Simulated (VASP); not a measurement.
# Mg2ZnO3 (P-3m1) in VASP: settings compared

The runs below take Mg2ZnO3 through single point, relaxation of cell and atoms, with r2SCAN, PBEsol, LDA.

All numbers are computed with VASP 6.6.1; they aren't measurements. Logs are shortened: lines on timing, memory, paths and dates and some standing lists are left out, and cuts for length are marked.

### 1 The cell of the first run

The structure is trigonal, space group P-3m1 (No. 164). Conventional cell: a = 2.991 Å, b = 2.991 Å, c = 7.306 Å, α = 90.00°, β = 90.00°, γ = 120.00°. Within 2.8 Å of Mg (site symmetry 3m) lie 6 O at 2.10 to 2.11 Å. Within 2.8 Å of Zn (site symmetry -3m) lie 6 O at 2.13 Å. Within 2.8 Å of O (site symmetry 3m) lie 3 Mg at 2.10 Å and 3 Zn at 2.13 Å. O (site symmetry -3m) has 6 Mg at 2.11 Å within 2.8 Å.

### 2 Single point, r2SCAN

POSCAR reads:

```
Mg2ZnO3
1.0
    2.9912043482      0.0000000000      0.0000000000
   -1.4956021741      2.5904589534      0.0000000000
    0.0000000000      0.0000000000      7.3061051300
Mg Zn O
2 1 3
Direct
    0.3333333333      0.6666666667      0.6659208989
    0.6666666667      0.3333333333      0.3340791011
    0.0000000000      0.0000000000      0.0000000000
    0.3333333333      0.6666666667      0.1717360259
    0.6666666667      0.3333333333      0.8282639741
    0.0000000000      0.0000000000      0.5000000000
```

INCAR.step1 reads:

```
ALGO     = Normal         # electronic algorithm
EDIFF    = 1E-4           # SCF threshold, eV
ENCUT    = 520            # plane-wave cutoff, eV
GGA      = PE             # functional
ISMEAR   = -1             # smearing method
LASPH    = True           # aspherical terms in the spheres
LCHARG   = False          # write CHGCAR
LREAL    = False          # projectors in reciprocal space
LWAVE    = True           # write WAVECAR
NBANDS   = 26             # bands
NELM     = 80             # most SCF steps
PREC     = Accurate       # precision mode
SIGMA    = 0.02           # smearing width, eV
```

INCAR.step2 reads:

```
ALGO     = Normal         # electronic algorithm
EDIFF    = 1E-6           # SCF threshold, eV
ENCUT    = 520            # plane-wave cutoff, eV
ISIF     = 2              # what is computed and relaxed
ISMEAR   = -1             # smearing method
ISTART   = 1            
LASPH    = True           # aspherical terms in the spheres
LCHARG   = False          # write CHGCAR
LMIXTAU  = True         
LREAL    = False          # projectors in reciprocal space
LWAVE    = False          # write WAVECAR
METAGGA  = R2SCAN         # meta-GGA
NBANDS   = 26             # bands
NELM     = 80             # most SCF steps
PREC     = Accurate       # precision mode
SIGMA    = 0.02           # smearing width, eV
```

KPOINTS reads:

```
k-points
0
Gamma
  12 12 4
```

Potentials or basis: VASP PAW PBE potentials, release 64 (Mg, Zn, O).

Launch:

```bash
$ cat potpaw_PBE.64/Mg/POTCAR potpaw_PBE.64/Zn/POTCAR potpaw_PBE.64/O/POTCAR > POTCAR
$ cp INCAR.step1 INCAR
$ mpirun -np 1 vasp_std > vasp.out
$ cp INCAR.step2 INCAR
$ mpirun -np 1 vasp_std > vasp.out
```

OUTCAR:

```text
EDIFF = 1E-6
   ENCUT = 520
   ISIF = 2
   ISMEAR = -1
   ISTART = 1
   LASPH = True
   LREAL = False
   METAGGA = R2SCAN
   NELM = 80
   PREC = Accurate

 ion  position               nearest neighbor table
   1  0.333  0.667  0.666-   5 2.10   5 2.10   5 2.10   6 2.11   6 2.11   6 2.11   2 2.98   2 2.98
                             2 2.98   3 2.99   3 2.99   3 2.99
   2  0.667  0.333  0.334-   4 2.10   4 2.10   4 2.10   6 2.11   6 2.11   6 2.11   1 2.98   1 2.98
                             1 2.98   3 2.99   3 2.99   3 2.99
   3  0.000  0.000  0.000-   4 2.13   5 2.13   4 2.13   5 2.13   5 2.13   4 2.13   1 2.99   2 2.99
                             1 2.99   2 2.99   1 2.99   2 2.99
   4  0.333  0.667  0.172-   2 2.10   2 2.10   2 2.10   3 2.13   3 2.13   3 2.13
   5  0.667  0.333  0.828-   1 2.10   1 2.10   1 2.10   3 2.13   3 2.13   3 2.13
   6  0.000  0.000  0.500-   1 2.11   2 2.11   1 2.11   2 2.11   2 2.11   1 2.11

  LATTYP: Found a hexagonal cell.
 ALAT       =     2.9912043482
 C/A-ratio  =     2.4425295899

  Lattice vectors:

 A1 = (   2.9912043482,   0.0000000000,   0.0000000000)
 A2 = (  -1.4956021741,   2.5904589534,   0.0000000000)
 A3 = (   0.0000000000,   0.0000000000,   7.3061051300)

Analysis of symmetry for initial positions (statically):
=====================================================================
 Subroutine PRICEL returns:
 Original cell was already a primitive cell.

 Routine SETGRP: Setting up the symmetry group for a
 hexagonal supercell.

 Subroutine GETGRP returns: Found 12 space group operations
 (whereof 12 operations were pure point group operations)
 out of a pool of 24 trial point group operations.

The static configuration has the point symmetry D_3d.

Analysis of symmetry for dynamics (positions and initial velocities):
=====================================================================
 Subroutine PRICEL returns:
 Original cell was already a primitive cell.

 Routine SETGRP: Setting up the symmetry group for a
 hexagonal supercell.

 Subroutine GETGRP returns: Found 12 space group operations
 (whereof 12 operations were pure point group operations)
 out of a pool of 24 trial point group operations.

The dynamic configuration has the point symmetry D_3d.

 Subroutine INISYM returns: Found 12 space group operations
 (whereof 12 operations are pure point group operations),
 and found     1 'primitive' translations

----------------------------------------------------------------------------------------

                                     Primitive cell

  volume of cell :      56.6120

  direct lattice vectors                    reciprocal lattice vectors
     2.991204348  0.000000000  0.000000000     0.334313502  0.193015990  0.000000000
    -1.495602174  2.590458953  0.000000000     0.000000000  0.386031980  0.000000000
     0.000000000  0.000000000  7.306105130     0.000000000  0.000000000  0.136871833

  length of vectors
     2.991204348  2.991204348  7.306105130     0.386031980  0.386031980  0.136871833

  position of ions in fractional coordinates (direct lattice)
     0.333333333  0.666666667  0.665920899
     0.666666667  0.333333333  0.334079101
     0.000000000  0.000000000  0.000000000
     0.333333333  0.666666667  0.171736026
     0.666666667  0.333333333  0.828263974
     0.000000000  0.000000000  0.500000000

  ion indices of the primitive-cell ions
   primitive index   ion index
                 1           1
                 2           2
                 3           3
                 4           4
                 5           5
                 6           6

----------------------------------------------------------------------------------------

 KPOINTS: k-points

Automatic generation of k-mesh.
 Grid dimensions read from file:
 generate k-points for:   12   12    4

 Generating k-lattice:

  Cartesian coordinates                     Fractional coordinates (reciprocal lattice)
     0.027859458  0.016084666  0.000000000     0.083333333  0.000000000  0.000000000
     0.000000000  0.032169332  0.000000000     0.000000000  0.083333333  0.000000000
     0.000000000  0.000000000  0.034217958     0.000000000  0.000000000  0.250000000

  Length of vectors
     0.032169332  0.032169332  0.034217958

  Shift w.r.t. Gamma in fractional coordinates (k-lattice)
     0.000000000  0.000000000  0.000000000

 Subroutine IBZKPT returns following result:
 ===========================================

 Found     69 irreducible k-points:

 Following reciprocal coordinates:
            Coordinates               Weight
  0.000000  0.000000  0.000000      1.000000
  0.083333  0.000000  0.000000      6.000000
  0.166667 -0.000000  0.000000      6.000000
  0.250000  0.000000  0.000000      6.000000
  0.333333  0.000000  0.000000      6.000000
  0.416667  0.000000  0.000000      6.000000
[... 16 lines left out ...]
  0.166667 -0.000000  0.250000      6.000000
  0.000000  0.166667  0.250000      6.000000
 [... further k-points ...]
   k-points           NKPTS =     69   k-points in BZ     NKDIM =     69   number of bands    NBANDS=     26
   number of dos      NEDOS =    301   number of ions     NIONS =      6
   total plane-waves  NPLWV =  31104
   dimension x,y,z NGX =    24 NGY =   24 NGZ =   54
   dimension x,y,z NGXF=    48 NGYF=   48 NGZF=  108
   ions per type =               2   1   3
   NGX,Y,Z   is equivalent  to a cutoff of  13.34, 13.34, 12.29 a.u.
   NGXF,Y,Z  is equivalent  to a cutoff of  26.68, 26.68, 24.57 a.u.
 SYSTEM =  unknown system
   PREC   = accura    normal or accurate (medium, high low for compatibility)
   ISTART =      1    job   : 0-new  1-cont  2-samecut
   ICHARG =      0    charge: 1-file 2-atom 10-const
   ISPIN  =      1    spin polarized calculation?
   LNONCOLLINEAR =      F non collinear calculations
   LSORBIT =      F    spin-orbit coupling
   LASPH  =      T    aspherical Exc in radial PAW
   ENCUT  =  520.0 eV  38.22 Ry    6.18 a.u.   5.56  5.56 13.58*2*pi/ulx,y,z
   NELM   =     80;   NELMIN=  2; NELMDL=  0     # of ELM steps
   EDIFF  = 0.1E-05   stopping-criterion for ELM
   LREAL  =      F    real-space projection
   EDIFFG = 0.1E-04   stopping-criterion for IOM
   NSW    =      0    number of steps for IOM
   IBRION =     -1    ionic relax: 0-MD 1-quasi-New 2-CG
   NFREE  =      0    steps in history (QN), initial steepest desc. (CG)
   ISIF   =      2    stress and relaxation
   ISYM   =      2    0-nonsym 1-usesym 2-fastsym
   POTIM  = 0.5000    time-step for ionic-motion
   TEBEG  =    0.0;   TEEND  =   0.0 temperature during run
   PSTRESS=    0.0 pullay stress
   NELECT =      34.0000    total number of electrons
   NUPDOWN=      -1.0000    fix difference up-down
   EMIN   =  10.00;   EMAX   =-10.00  energy-range for DOS
   EFERMI =   0.00;   METHOD = LEGACY
   ISMEAR =    -1;   SIGMA  =   0.02  broadening in eV -4-tet -1-fermi 0-gaus
   EFERMI_NEDOS =   21; number of points for ismear=-14 and -15
   IALGO  =     38    algorithm
   IMIX   =      4    mixing-type and parameters
     AMIX     =   0.40;   BMIX     =  1.00
     AMIX_MAG =   1.60;   BMIX_MAG =  1.00
  volume/ion in A,a.u.               =       9.44        63.67
  Fermi-wavevector in a.u.,A,eV,Ry     =   1.381226  2.610140 25.957013  1.907787
  Thomas-Fermi vector in A             =   2.506030
   LORBIT       =      0    0 simple, 1 ext, 2 COOP (PROOUT), +10 PAW based schemes
   METAGGA = R2SCAN    functional components
   LHFCALC =     F    Hartree Fock is set to
   AEXX    =    0.0000 exact exchange contribution
   IVDW    =     0    specifies the selected vdW correction
   LEPSILON=     F    determine dielectric tensor
   LRPA    =     F    only Hartree local field effects (RPA)
 non-spin polarized calculation
  energy-cutoff  :      520.00
  volume of cell :       56.61
 maximum number of plane-waves:      1563
 NGX is ok and might be reduce to    24
   NGX = 11   NGY = 11   NGZ = 27

 number of electron      34.0000006 magnetization

 Free energy of the ion-electron system (eV)
  ---------------------------------------------------
  ext. energy  EPLUGINS =         0.00000000
  ---------------------------------------------------
  free energy    TOTEN  =       -50.27427994 eV

  energy without entropy =      -50.27427994  energy(sigma->0) =      -50.27427994

 E-fermi :   3.1788     XC(G=0): -12.1368

 val. band max:        2.7822090814   @ k =   0.0000   0.0000   0.5000
 cond. band min:       6.6570058434   @ k =   0.0000   0.0000   0.0000
 fundamental gap:      3.8747967620
 Fermi energy:         3.1788245757

 k-point     1 :       0.0000    0.0000    0.0000
  band No.  band energies     occupation
      1     -16.0253      2.00000
      2     -15.1772      2.00000
      3     -14.9579      2.00000
      4      -2.8974      2.00000
      5      -2.0604      2.00000
      6      -2.0603      2.00000
[... 18 lines left out ...]
     25      19.5976      0.00000
     26      19.5976      0.00000

 k-point     2 :       0.0833    0.0000    0.0000
  band No.  band energies     occupation
      1     -15.9596      2.00000
      2     -15.1419      2.00000
      3     -14.9194      2.00000
      4      -2.8235      2.00000
      5      -2.1840      2.00000
      6      -2.0364      2.00000
[... 18 lines left out ...]
     25      18.7822      0.00000
     26      19.5977      0.00000

 k-point     3 :       0.1667   -0.0000    0.0000
  band No.  band energies     occupation
      1     -15.7727      2.00000
      2     -15.0450      2.00000
      3     -14.8139      2.00000
      4      -2.6287      2.00000
      5      -2.3750      2.00000
      6      -1.9812      2.00000
[... 572 lines left out ...]
 k-point    23 :       0.1667   -0.0000    0.2500
  band No.  band energies     occupation
      1     -15.7113      2.00000
      2     -15.2371      2.00000
      3     -14.6798      2.00000
      4      -2.7906      2.00000
      5      -2.2667      2.00000
      6      -1.9816      2.00000
[... 18 lines left out ...]
     25      18.6095      0.00000
     26      18.8060      0.00000

 k-point    24 :       0.0000    0.1667    0.2500
  band No.  band energies     occupation
      1     -15.7125      2.00000
      2     -15.2346      2.00000
      3     -14.6811      2.00000
      4      -2.7689      2.00000
      5      -2.3063      2.00000
      6      -1.9819      2.00000
[... 18 lines left out ...]
     25      18.5400      0.00000
     26      18.8383      0.00000

 [... further k-points ...]

------------------------ aborting loop because EDIFF is reached ----------------------------------------

  FORCE on cell =-STRESS in cart. coord.  units (eV):
  Direction    XX          YY          ZZ          XY          YZ          ZX
  --------------------------------------------------------------------------------------
  -------------------------------------------------------------------------------------
  Total       -0.1135541     -0.1135541     -0.0758774     -0.0000000      0.0000000      0.0000000
  in kB       -3.2136961     -3.2136961     -2.1474064     -0.0000000      0.0000000      0.0000000
  external PRESSURE =      -2.8582662 kB  Pullay stress =       0.0000000 kB

 VOLUME and BASIS-vectors are now :
 -----------------------------------------------------------------------------
  energy-cutoff  :      520.00
  volume of cell :       56.61
      direct lattice vectors                 reciprocal lattice vectors
     2.991204348  0.000000000  0.000000000     0.334313502  0.193015990  0.000000000
    -1.495602174  2.590458953  0.000000000     0.000000000  0.386031980  0.000000000
     0.000000000  0.000000000  7.306105130     0.000000000  0.000000000  0.136871833

 POSITION                                       TOTAL-FORCE (eV/Angst)
 -----------------------------------------------------------------------------------
     -0.00000      1.72697      4.86529        -0.000000      0.000000     -0.005762
      1.49560      0.86349      2.44082         0.000000      0.000000      0.005762
      0.00000      0.00000      0.00000        -0.000000      0.000000      0.000000
     -0.00000      1.72697      1.25472         0.000000     -0.000000      0.104079
      1.49560      0.86349      6.05138        -0.000000      0.000000     -0.104079
      0.00000      0.00000      3.65305        -0.000000      0.000000      0.000000
 -----------------------------------------------------------------------------------
    total drift:                                0.000000     -0.000000      0.000000

  FREE ENERGIE OF THE ION-ELECTRON SYSTEM (eV)
  ---------------------------------------------------
  free  energy   TOTEN  =       -50.2742799362 eV

  energy  without entropy=      -50.2742799361  energy(sigma->0) =      -50.27427994
```

Run time: 2.7 min. Hardware: 1 thread of Intel Xeon 6975P-C (Granite Rapids), shared host; peak memory 0.25 GiB.

Results:

```
Free energy            : -50.2743 eV
Pressure               : -0.3 GPa
Largest force          : 0.104 eV/Å
Band gap on the k mesh : 3.87 eV (least direct gap 3.96 eV)
```

Forces in eV/Å, atoms in the order of the input:
```
Mg   0.000  0.000 -0.006
Mg   0.000  0.000  0.006
Zn   0.000  0.000  0.000
O    0.000  0.000  0.104
O    0.000  0.000 -0.104
O    0.000  0.000  0.000
```

Stress tensor (GPa, compression positive):
```
-0.32  0.00  0.00
 0.00 -0.32  0.00
 0.00  0.00 -0.21
```

Levels at points of the mesh, in eV from the valence-band top:
| k point | band 14 | band 15 | band 16 | band 17 | band 18 | band 19 | band 20 | band 21 |
| --- | --- | --- | --- | --- | --- | --- | --- | --- |
| (0.00, 0.00, 0.00) | -0.54 | -0.54 | -0.08 | -0.08 | 3.87 | 7.34 | 7.69 | 12.52 |
| (0.50, 0.00, 0.00) | -1.83 | -1.32 | -0.72 | -0.36 | 7.60 | 8.45 | 9.68 | 10.58 |
| (0.00, 0.00, 0.50) | -0.83 | -0.83 | 0.00 | 0.00 | 4.89 | 6.30 | 7.87 | 12.87 |
| (0.50, 0.00, 0.50) | -1.92 | -1.49 | -0.29 | -0.26 | 7.68 | 7.82 | 10.10 | 11.48 |

Caveat: the PAW data sets were made with another functional, which shifts forces and pressure a little. A k mesh can miss the band edges.

### 3 Relaxation of cell and atoms, PBEsol

This run uses another cell than the first one, of 9.80 Å³/atom.

INCAR reads:

```
  PREC = Accurate
  ENCUT = 600
  EDIFF = 1E-6
  ISMEAR = -1
  SIGMA = 0.02
  LREAL = False
  LASPH = True
  NELM = 60
  ALGO = Normal
  ISIF = 3
  LWAVE = False
  LCHARG = False
  GGA = PS
  IBRION = 2
  NSW = 80
  EDIFFG = -0.005
```

KPOINTS reads:

```
regular mesh
0
Gamma
  12 12 4
```

POSCAR reads:

```
Mg2ZnO3
1.0
    3.0301639627      0.0000000000      0.0000000000
   -1.5150819813      2.6241989693      0.0000000000
    0.0000000000      0.0000000000      7.3954568039
Mg Zn O
2 1 3
Direct
    0.3333333333      0.6666666667      0.6658136834
    0.6666666667      0.3333333333      0.3341863166
    0.0000000000      0.0000000000      0.0000000000
    0.3333333333      0.6666666667      0.1724731891
    0.6666666667      0.3333333333      0.8275268109
    0.0000000000      0.0000000000      0.5000000000
```

Potentials or basis: VASP PAW PBE potentials, release 64 (Mg, Zn, O).

Launch:

```bash
$ cat potpaw_PBE.64/Mg/POTCAR potpaw_PBE.64/Zn/POTCAR potpaw_PBE.64/O/POTCAR > POTCAR
$ mpirun -np 1 vasp_std > vasp.out
```

It took 3.1 min on 1 thread of Intel Xeon 6975P-C (Granite Rapids), shared host; peak memory 0.26 GiB.

The run converged. Its results:

- Free energy: -34.5366 eV
- Relaxed volume: 9.46 Å³/atom
- Relaxed cell: a = 2.995 Å, b = 2.995 Å, c = 7.305 Å, α = 90.00°, β = 90.00°, γ = 120.00°
- Space group after relaxing (to 0.1 Å): P-3m1 (No. 164)
- Energy gained by relaxing: 6.2 meV/atom
- Ionic steps: 9
- Pressure after relaxing: 0.0 GPa
- Band gap on the k mesh: 3.05 eV (least direct gap 3.14 eV)

Forces in eV/Å, atoms in the order of the input:
```
Mg   0.000  0.000  0.000
Mg   0.000  0.000  0.000
Zn   0.000  0.000  0.000
O    0.000  0.000 -0.002
O    0.000  0.000  0.002
O    0.000  0.000  0.000
```

Step by step:
| step | energy change (eV) | largest force (eV/Å) | pressure (GPa) | volume (Å³) |
| --- | --- | --- | --- | --- |
| 1 | 0.0000 | 0.0838 | -5.61 | 58.81 |
| 2 | -0.0310 | 0.0281 | 2.51 | 55.93 |
| 3 | -0.0374 | 0.0152 | 0.00 | 56.75 |
| 4 | -0.0374 | 0.0153 | 0.09 | 56.71 |
| 5 | -0.0374 | 0.0081 | 0.02 | 56.75 |
| 6 | -0.0374 | 0.0085 | -0.03 | 56.76 |
| 7 | -0.0374 | 0.0096 | 0.00 | 56.76 |
| 8 | -0.0374 | 0.0081 | -0.03 | 56.76 |
| 9 | -0.0375 | 0.0020 | 0.00 | 56.76 |

Final structure:
```
CELL_PARAMETERS angstrom
2.99529 0.00000 0.00000
-1.49764 2.59399 0.00000
0.00000 0.00000 7.30462
ATOMIC_POSITIONS crystal
Mg 0.33333 0.66667 0.66603
Mg 0.66667 0.33333 0.33397
Zn 0.00000 0.00000 0.00000
O 0.33333 0.66667 0.17198
O 0.66667 0.33333 0.82802
O 0.00000 0.00000 0.50000
```

Levels at points of the mesh, in eV from the valence-band top:
```
           k point  band 15  band 16  band 17  band 18  band 19  band 20
(0.00, 0.00, 0.00)    -0.51    -0.09    -0.09     3.05     6.37     6.73
(0.50, 0.00, 0.00)    -1.28    -0.73    -0.36     6.64     7.48     8.62
(0.00, 0.00, 0.50)    -0.79     0.00     0.00     4.16     5.36     6.87
(0.50, 0.00, 0.50)    -1.45    -0.29    -0.25     6.70     6.88     9.02
```

Caveat: the PAW data sets were made with another functional, which shifts forces and pressure a little.

(Part 1 of 2 ends here.)
